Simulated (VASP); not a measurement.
# Si2Mo (I4/mmm) in VASP: a series of runs

The runs below take Si2Mo through single point, with PBE.

Program: VASP 6.6.1. These are calculated values, not measurements. Logs are shortened: lines on timing, memory, paths and dates and some standing lists are left out, and cuts for length are marked.

**1. The cell of the first run**

The structure is tetragonal, space group I4/mmm (No. 139). The conventional cell has a = 3.200 Å, b = 3.200 Å, c = 7.861 Å, α = 90.00°, β = 90.00°, γ = 90.00°. Mo (site symmetry 4/mmm) has 10 Si at 2.62 Å and 4 Mo at 3.20 Å within 3.5 Å. Si (site symmetry 4mm) has 9 Si at 2.61 to 3.20 Å and 5 Mo at 2.62 Å within 3.4 Å.

**2. Single point, PBE**

The input, INCAR:

```
PREC = Accurate ; ENCUT = 520
EDIFF = 1E-6 ; ISMEAR = 0
SIGMA = 0.020999999999999998 ; LREAL = False
LASPH = True ; NELM = 60
ALGO = Normal ; ISIF = 2
LWAVE = False ; LCHARG = False
GGA = PE ; NBANDS = 18
```

The input, KPOINTS:

```
Automatic mesh
0
Gamma
  12 12 12
```

The input, POSCAR:

```
Si2Mo
1.0
   -1.6000000000      1.6000000000      3.9305000000
    1.6000000000     -1.6000000000      3.9305000000
    1.6000000000      1.6000000000     -3.9305000000
Mo Si
1 2
Direct
    0.0000000000      0.0000000000      0.0000000000
    0.6670000000      0.6670000000      0.0000000000
    0.3330000000      0.3330000000      0.0000000000
```

Potentials or basis: VASP PAW PBE potentials, release 64 (Mo_sv, Si).

The run is started by

```
$ cat potpaw_PBE.64/Mo_sv/POTCAR potpaw_PBE.64/Si/POTCAR > POTCAR
$ mpirun -np 1 vasp_std > vasp.out
```

OUTCAR:

```text
PREC = Accurate
   ENCUT = 520
   EDIFF = 1E-6
   ISMEAR = 0
   LREAL = False
   LASPH = True
   NELM = 60
   ISIF = 2
   GGA = PE

 ion  position               nearest neighbor table
   1  0.000  0.000  0.000-   2 2.62   3 2.62   2 2.62   3 2.62   2 2.62   3 2.62   3 2.62   2 2.62
                             2 2.62   3 2.62
   2  0.667  0.667  0.000-   3 2.61   3 2.61   3 2.61   3 2.61   1 2.62   1 2.62   1 2.62   1 2.62
                             1 2.62   3 2.63
   3  0.333  0.333  0.000-   2 2.61   2 2.61   2 2.61   2 2.61   1 2.62   1 2.62   1 2.62   1 2.62
                             1 2.62   2 2.63

  LATTYP: Found a body centered tetragonal cell.
 ALAT       =     3.2000000000
 C/A-ratio  =     2.4565625000

  Lattice vectors:

 A1 = (  -1.6000000000,   1.6000000000,   3.9305000000)
 A2 = (   1.6000000000,  -1.6000000000,   3.9305000000)
 A3 = (   1.6000000000,   1.6000000000,  -3.9305000000)

Analysis of symmetry for initial positions (statically):
=====================================================================
 Subroutine PRICEL returns:
 Original cell was already a primitive cell.

 Routine SETGRP: Setting up the symmetry group for a
 body centered tetragonal supercell.

 Subroutine GETGRP returns: Found 16 space group operations
 (whereof 16 operations were pure point group operations)
 out of a pool of 16 trial point group operations.

The static configuration has the point symmetry D_4h.

Analysis of symmetry for dynamics (positions and initial velocities):
=====================================================================
 Subroutine PRICEL returns:
 Original cell was already a primitive cell.

 Routine SETGRP: Setting up the symmetry group for a
 body centered tetragonal supercell.

 Subroutine GETGRP returns: Found 16 space group operations
 (whereof 16 operations were pure point group operations)
 out of a pool of 16 trial point group operations.

The dynamic configuration has the point symmetry D_4h.

 Subroutine INISYM returns: Found 16 space group operations
 (whereof 16 operations are pure point group operations),
 and found     1 'primitive' translations

----------------------------------------------------------------------------------------

                                     Primitive cell

  volume of cell :      40.2483

  direct lattice vectors                    reciprocal lattice vectors
    -1.600000000  1.600000000  3.930500000     0.000000000  0.312500000  0.127210279
     1.600000000 -1.600000000  3.930500000     0.312500000  0.000000000  0.127210279
[... 90 lines left out ...]
   NSW    =      0    number of steps for IOM
   IBRION =     -1    ionic relax: 0-MD 1-quasi-New 2-CG
   NFREE  =      0    steps in history (QN), initial steepest desc. (CG)
   ISIF   =      2    stress and relaxation
   ISYM   =      2    0-nonsym 1-usesym 2-fastsym
   POTIM  = 0.5000    time-step for ionic-motion
   TEBEG  =    0.0;   TEEND  =   0.0 temperature during run
   PSTRESS=    0.0 pullay stress
   NELECT =      22.0000    total number of electrons
   NUPDOWN=      -1.0000    fix difference up-down
   EMIN   =  10.00;   EMAX   =-10.00  energy-range for DOS
   EFERMI =   0.00;   METHOD = LEGACY
   ISMEAR =     0;   SIGMA  =   0.02  broadening in eV -4-tet -1-fermi 0-gaus
   EFERMI_NEDOS =   21; number of points for ismear=-14 and -15
   IALGO  =     38    algorithm
   IMIX   =      4    mixing-type and parameters
     AMIX     =   0.40;   BMIX     =  1.00
     AMIX_MAG =   1.60;   BMIX_MAG =  1.00
  volume/ion in A,a.u.               =      13.42        90.54
  Fermi-wavevector in a.u.,A,eV,Ry     =   1.338546  2.529484 24.377614  1.791704
  Thomas-Fermi vector in A             =   2.467007
   LORBIT       =      0    0 simple, 1 ext, 2 COOP (PROOUT), +10 PAW based schemes
   GGA     = PE    functional components
   LHFCALC =     F    Hartree Fock is set to
   AEXX    =    0.0000 exact exchange contribution
   IVDW    =     0    specifies the selected vdW correction
   LEPSILON=     F    determine dielectric tensor
   LRPA    =     F    only Hartree local field effects (RPA)
 non-spin polarized calculation
 Gauss-broadening in eV      SIGMA  =   0.02
  energy-cutoff  :      520.00
  volume of cell :       40.25
 maximum number of plane-waves:      1112
 NGX is ok and might be reduce to    36
   NGX = 17   NGY = 17   NGZ = 17

 number of electron      22.0000000 magnetization

 Free energy of the ion-electron system (eV)
  ---------------------------------------------------
  ext. energy  EPLUGINS =         0.00000000
  ---------------------------------------------------
  free energy    TOTEN  =       -23.25221189 eV

  energy without entropy =      -23.25208811  energy(sigma->0) =      -23.25215000

 E-fermi :  12.3135     XC(G=0): -12.4280

 val. band max:       12.2039395969   @ k =  -0.3333  -0.4167   0.3333
 cond. band min:      12.3158694528   @ k =   0.0833  -0.0000   0.0000
 fundamental gap:      0.1119298559
 Fermi energy:        12.3135480600

 k-point     1 :       0.0000    0.0000    0.0000
  band No.  band energies     occupation
      1     -48.4679      2.00000
      2     -22.6304      2.00000
      3     -22.5334      2.00000
      4     -22.5334      2.00000
      5      -1.1899      2.00000
      6       5.9293      2.00000
[... 481 lines left out ...]
      5       1.7500      2.00000
      6       4.2599      2.00000
[... 10 lines left out ...]
     17      19.5929      0.00000
     18      20.4377      0.00000

 [... further k-points ...]

------------------------ aborting loop because EDIFF is reached ----------------------------------------

  FORCE on cell =-STRESS in cart. coord.  units (eV):
  Direction    XX          YY          ZZ          XY          YZ          ZX
  --------------------------------------------------------------------------------------
  -------------------------------------------------------------------------------------
  Total        0.6999982      0.6999982      0.4079540      0.0000000      0.0000000      0.0000000
  in kB       27.8650436     27.8650436     16.2395528      0.0000000      0.0000000      0.0000000
  external PRESSURE =      23.9898800 kB  Pullay stress =       0.0000000 kB

 VOLUME and BASIS-vectors are now :
 -----------------------------------------------------------------------------
  energy-cutoff  :      520.00
  volume of cell :       40.25
      direct lattice vectors                 reciprocal lattice vectors
    -1.600000000  1.600000000  3.930500000     0.000000000  0.312500000  0.127210279
     1.600000000 -1.600000000  3.930500000     0.312500000  0.000000000  0.127210279
     1.600000000  1.600000000 -3.930500000     0.312500000  0.312500000  0.000000000

 POSITION                                       TOTAL-FORCE (eV/Angst)
 -----------------------------------------------------------------------------------
      0.00000      0.00000      0.00000         0.000000      0.000000      0.000000
      0.00000      0.00000      5.24329         0.000000      0.000000     -0.271604
      0.00000      0.00000      2.61771        -0.000000     -0.000000      0.271604
 -----------------------------------------------------------------------------------
    total drift:                                0.000000      0.000000     -0.000000

  FREE ENERGIE OF THE ION-ELECTRON SYSTEM (eV)
  ---------------------------------------------------
  free  energy   TOTEN  =       -23.2522118928 eV

  energy  without entropy=      -23.2520881148  energy(sigma->0) =      -23.25215000
```

OSZICAR:

```text
N       E                     dE             d eps       ncg     rms          rms(c)
DAV:   1     0.120813233882E+03    0.12081E+03   -0.11295E+04  5868   0.116E+03
DAV:   2    -0.210238055547E+02   -0.14184E+03   -0.13884E+03  7018   0.298E+02
DAV:   3    -0.241467275593E+02   -0.31229E+01   -0.30847E+01  7292   0.393E+01
DAV:   4    -0.241647665841E+02   -0.18039E-01   -0.18026E-01  6878   0.321E+00
DAV:   5    -0.241648886527E+02   -0.12207E-03   -0.12206E-03  6988   0.282E-01    0.213E+01
DAV:   6    -0.234141323216E+02    0.75076E+00   -0.58853E+00  6188   0.157E+01    0.467E+00
DAV:   7    -0.232882331295E+02    0.12590E+00   -0.91086E-01  6132   0.568E+00    0.445E+00
DAV:   8    -0.232530486762E+02    0.35184E-01   -0.10441E-01  6350   0.238E+00    0.458E-01
DAV:   9    -0.232522706534E+02    0.77802E-03   -0.20741E-03  6962   0.366E-01    0.255E-01
DAV:  10    -0.232522292335E+02    0.41420E-04   -0.52519E-04  6524   0.194E-01    0.560E-02
DAV:  11    -0.232522165266E+02    0.12707E-04   -0.19670E-04  6426   0.105E-01    0.445E-02
DAV:  12    -0.232522124718E+02    0.40547E-05   -0.32663E-05  6246   0.401E-02    0.881E-03
DAV:  13    -0.232522118928E+02    0.57905E-06   -0.13550E-06  3604   0.100E-02
   1 F= -.23252212E+02 E0= -.23252150E+02  d E =-.123778E-03
```

stdout:

```text
POSCAR found type information on POSCAR MoSi
 POSCAR found :  2 types and       3 ions
 scaLAPACK will be used
 LDA part: xc-table for (Slater+PW92), standard interpolation
 POSCAR, INCAR and KPOINTS ok, starting setup
 FFT: planning ... GRIDC
 FFT: planning ... GRID_SOFT
 FFT: planning ... GRID
 WAVECAR not read
 entering main loop
```

It took 1.8 min on 1 thread of Intel Xeon Platinum 8488C (Sapphire Rapids), shared host; peak memory 0.28 GiB.

Results:

```
Free energy            : -23.2522 eV
Pressure               : 2.4 GPa
Largest force          : 0.272 eV/Å
Band gap on the k mesh : zero (bands 11 and 12 overlap by 1.04 eV)
```

Forces on the atoms (eV/Å):
```
Mo   0.000  0.000  0.000
Si   0.000  0.000 -0.272
Si   0.000  0.000  0.272
```

**3. Single point, PBE**

The input, INCAR:

```
SYSTEM = Si2Mo
ALGO = Normal
EDIFF = 1E-7
ENCUT = 520
GGA = PE
ISIF = 2
ISMEAR = 0
LASPH = .True.
LCHARG = .True.
LELF = .True.
LREAL = .False.
LVHAR = .True.
LWAVE = .False.
NBANDS = 18
NELM = 80
PREC = Accurate
SIGMA = 0.022
```

The input, KPOINTS:

```
k-points
0
Gamma
  12 12 12
  0 0 0
```

POSCAR is that of step 2.

Potentials or basis: VASP PAW PBE potentials, release 64 (Mo_sv, Si).

The run is started by

```
$ cat potpaw_PBE.64/Mo_sv/POTCAR potpaw_PBE.64/Si/POTCAR > POTCAR
$ mpirun -np 1 vasp_std > vasp.out
```

OUTCAR:

```text
SYSTEM = Si2Mo
   EDIFF = 1E-7
   ENCUT = 520
   GGA = PE
   ISIF = 2
   ISMEAR = 0
   LASPH = .True.
   LREAL = .False.
   NELM = 80
   PREC = Accurate

 ion  position               nearest neighbor table
   1  0.000  0.000  0.000-   2 2.62   3 2.62   2 2.62   3 2.62   2 2.62   3 2.62   3 2.62   2 2.62
                             2 2.62   3 2.62
   2  0.667  0.667  0.000-   3 2.61   3 2.61   3 2.61   3 2.61   1 2.62   1 2.62   1 2.62   1 2.62
                             1 2.62   3 2.63
   3  0.333  0.333  0.000-   2 2.61   2 2.61   2 2.61   2 2.61   1 2.62   1 2.62   1 2.62   1 2.62
                             1 2.62   2 2.63

  LATTYP: Found a body centered tetragonal cell.
 ALAT       =     3.2000000000
 C/A-ratio  =     2.4565625000

  Lattice vectors:

 A1 = (  -1.6000000000,   1.6000000000,   3.9305000000)
 A2 = (   1.6000000000,  -1.6000000000,   3.9305000000)
 A3 = (   1.6000000000,   1.6000000000,  -3.9305000000)

Analysis of symmetry for initial positions (statically):
=====================================================================
 Subroutine PRICEL returns:
 Original cell was already a primitive cell.

[... 171 lines left out ...]

 E-fermi :  12.3131     XC(G=0): -12.4280

 val. band max:       12.2039785758   @ k =  -0.3333  -0.4167   0.3333
 cond. band min:      12.3159034798   @ k =   0.0833  -0.0000   0.0000
 fundamental gap:      0.1119249041
 Fermi energy:        12.3130734187

 k-point     1 :       0.0000    0.0000    0.0000
  band No.  band energies     occupation
      1     -48.4678      2.00000
      2     -22.6302      2.00000
      3     -22.5333      2.00000
      4     -22.5333      2.00000
      5      -1.1899      2.00000
      6       5.9293      2.00000
[... 481 lines left out ...]
      5       1.7500      2.00000
      6       4.2599      2.00000
[... 10 lines left out ...]
     17      19.5929      0.00000
     18      20.4377      0.00000

 [... further k-points ...]

------------------------ aborting loop because EDIFF is reached ----------------------------------------

  FORCE on cell =-STRESS in cart. coord.  units (eV):
  Direction    XX          YY          ZZ          XY          YZ          ZX
  --------------------------------------------------------------------------------------
  -------------------------------------------------------------------------------------
  Total        0.6981614      0.6981614      0.4075820      0.0000000      0.0000000      0.0000000
  in kB       27.7919265     27.7919265     16.2247419      0.0000000      0.0000000      0.0000000
  external PRESSURE =      23.9361983 kB  Pullay stress =       0.0000000 kB

 VOLUME and BASIS-vectors are now :
 -----------------------------------------------------------------------------
  energy-cutoff  :      520.00
  volume of cell :       40.25
      direct lattice vectors                 reciprocal lattice vectors
    -1.600000000  1.600000000  3.930500000     0.000000000  0.312500000  0.127210279
     1.600000000 -1.600000000  3.930500000     0.312500000  0.000000000  0.127210279
     1.600000000  1.600000000 -3.930500000     0.312500000  0.312500000  0.000000000

 POSITION                                       TOTAL-FORCE (eV/Angst)
 -----------------------------------------------------------------------------------
      0.00000      0.00000      0.00000         0.000000      0.000000      0.000000
      0.00000      0.00000      5.24329        -0.000000     -0.000000     -0.271545
      0.00000      0.00000      2.61771        -0.000000     -0.000000      0.271545
 -----------------------------------------------------------------------------------
    total drift:                                0.000000      0.000000     -0.000000

  FREE ENERGIE OF THE ION-ELECTRON SYSTEM (eV)
  ---------------------------------------------------
  free  energy   TOTEN  =       -23.2522175942 eV

  energy  without entropy=      -23.2520862117  energy(sigma->0) =      -23.25215190
```

OSZICAR:

```text
N       E                     dE             d eps       ncg     rms          rms(c)
DAV:   1     0.120813225019E+03    0.12081E+03   -0.11295E+04  5868   0.116E+03
DAV:   2    -0.210238179818E+02   -0.14184E+03   -0.13884E+03  7018   0.298E+02
DAV:   3    -0.241467283216E+02   -0.31229E+01   -0.30846E+01  7292   0.393E+01
DAV:   4    -0.241647673369E+02   -0.18039E-01   -0.18026E-01  6878   0.321E+00
DAV:   5    -0.241648894069E+02   -0.12207E-03   -0.12206E-03  6988   0.282E-01    0.213E+01
DAV:   6    -0.234141412922E+02    0.75075E+00   -0.58855E+00  6188   0.157E+01    0.467E+00
DAV:   7    -0.232882350558E+02    0.12591E+00   -0.91081E-01  6132   0.568E+00    0.445E+00
DAV:   8    -0.232530534649E+02    0.35182E-01   -0.10434E-01  6350   0.238E+00    0.457E-01
DAV:   9    -0.232522766105E+02    0.77685E-03   -0.20711E-03  6962   0.366E-01    0.255E-01
DAV:  10    -0.232522351137E+02    0.41497E-04   -0.52504E-04  6534   0.194E-01    0.560E-02
DAV:  11    -0.232522224379E+02    0.12676E-04   -0.19624E-04  6434   0.104E-01    0.444E-02
DAV:  12    -0.232522184078E+02    0.40301E-05   -0.32561E-05  6250   0.400E-02    0.882E-03
DAV:  13    -0.232522178307E+02    0.57706E-06   -0.14026E-06  6384   0.100E-02    0.283E-03
DAV:  14    -0.232522176252E+02    0.20550E-06   -0.29818E-08  3406   0.136E-03    0.716E-04
DAV:  15    -0.232522175942E+02    0.30998E-07   -0.22622E-09  3182   0.420E-04
   1 F= -.23252218E+02 E0= -.23252152E+02  d E =-.131382E-03
```

stdout:

```text
POSCAR found type information on POSCAR MoSi
 POSCAR found :  2 types and       3 ions
 scaLAPACK will be used
 LDA part: xc-table for (Slater+PW92), standard interpolation
 POSCAR, INCAR and KPOINTS ok, starting setup
 FFT: planning ... GRIDC
 FFT: planning ... GRID_SOFT
 FFT: planning ... GRID
 WAVECAR not read
 entering main loop
```

It took 1.8 min on 1 thread of Intel Xeon Platinum 8488C (Sapphire Rapids), shared host; peak memory 0.27 GiB.

What came out:

```yaml
Free_energy: -23.2522 eV
Pressure: 2.4 GPa
Largest_force: 0.272 eV/Å
Band_gap_on_the_k_mesh: zero (bands 11 and 12 overlap by 1.04 eV)
```

Forces in eV/Å, atoms in the order of the input:
```
Mo   0.000  0.000  0.000
Si   0.000  0.000 -0.272
Si   0.000  0.000  0.272
```

Levels at points of the mesh, in eV from the Fermi level:
| k point | band 9 | band 10 | band 11 | band 12 | band 13 | band 14 |
| --- | --- | --- | --- | --- | --- | --- |
| (0.00, 0.00, 0.00) | -2.70 | -2.70 | 0.37 | 3.03 | 3.07 | 3.59 |
| (0.50, 0.00, 0.00) | -2.66 | -2.55 | -0.56 | 2.22 | 2.97 | 3.99 |
| (0.50, 0.50, 0.00) | -4.54 | -3.11 | -1.18 | 2.28 | 2.67 | 2.96 |
| (0.50, 0.50, 0.50) | -0.63 | -0.63 | -0.57 | -0.57 | 0.50 | 4.57 |

**4. Single point, PBE**

This run uses another cell than the first one, of 12.88 Å³/atom.

The input, INCAR:

```
SYSTEM = Si2Mo
ALGO     = Normal         ! electronic algorithm
EDIFF    = 1E-6           ! SCF threshold, eV
ENCUT    = 520            ! plane-wave cutoff, eV
GGA      = PE             ! functional
ISIF     = 2              ! what is computed and relaxed
ISMEAR   = -1             ! smearing method
LASPH    = .TRUE.         ! aspherical terms in the spheres
LCHARG   = .FALSE.        ! write CHGCAR
LREAL    = .FALSE.        ! projectors in reciprocal space
LWAVE    = .FALSE.        ! write WAVECAR
NBANDS   = 18             ! bands
NELM     = 60             ! most SCF steps
PREC     = Accurate       ! precision mode
SIGMA    = 0.05           ! smearing width, eV
```

The input, KPOINTS:

```
k-points
0
G
  12 12 12
  0 0 0
```

The input, POSCAR:

```
Si2Mo
1.0
   -1.5783757276      1.5783757276      3.8773786233
    1.5783757276     -1.5783757276      3.8773786233
    1.5783757276      1.5783757276     -3.8773786233
Mo Si
1 2
Direct
    0.0000000000      0.0000000000      0.0000000000
    0.6670000000      0.6670000000      0.0000000000
    0.3330000000      0.3330000000      0.0000000000
```

The run is started by

```
$ cat potpaw_PBE.64/Mo_sv/POTCAR potpaw_PBE.64/Si/POTCAR > POTCAR
$ mpirun -np 1 vasp_std > vasp.out
```

Run time: 3.4 min. Hardware: 1 thread of Intel Xeon 8259CL, shared host; peak memory 0.27 GiB.

The run converged. Its results:

- Free energy: -23.1816 eV
- Pressure: 12.2 GPa
- Largest force: 0.207 eV/Å
- Band gap on the k mesh: zero (bands 11 and 12 overlap by 1.06 eV)

Forces in eV/Å, atoms in the order of the input:
```
Mo   0.000  0.000  0.000
Si   0.000  0.000 -0.207
Si   0.000  0.000  0.207
```

Levels at points of the mesh, in eV from the Fermi level:
| k point | band 8 | band 9 | band 10 | band 11 | band 12 | band 13 | band 14 | band 15 |
| --- | --- | --- | --- | --- | --- | --- | --- | --- |
| (0.00, 0.00, 0.00) | -3.22 | -2.78 | -2.78 | 0.43 | 2.95 | 3.34 | 3.75 | 3.75 |
| (0.50, 0.00, 0.00) | -4.60 | -2.76 | -2.64 | -0.58 | 2.41 | 3.09 | 4.35 | 4.35 |
| (0.50, 0.50, 0.00) | -5.26 | -4.66 | -3.24 | -1.14 | 2.47 | 2.90 | 3.17 | 3.37 |
| (0.50, 0.50, 0.50) | -2.41 | -0.62 | -0.62 | -0.53 | -0.53 | 0.57 | 4.79 | 5.65 |

Caveat: the cell stands under pressure.

**5. Overview**

```csv
cell,smearing,gap on the mesh (eV),pressure (GPa),largest force (eV/Å)
"a = 4.535 Å, angles 138.7, 138.7, 59.9°, 3 atoms",gaussian 0.021 eV,none,2.4,0.27
"a = 4.535 Å, angles 138.7, 138.7, 59.9°, 3 atoms",gaussian 0.022 eV,none,2.4,0.27
"a = 4.474 Å, angles 138.7, 138.7, 59.9°, 3 atoms",fermi-dirac 0.05 eV,none,12.2,0.21
```

Alike in all rows: task single point; level PBE; potentials or basis VASP PAW PBE potentials, release 64 (Mo_sv, Si); no spin polarisation; k mesh 12 × 12 × 12; cutoff (eV) 520.

Caveats: the cell stands under pressure (at least some runs).

Absolute energies hang on the potentials; compare differences alone.
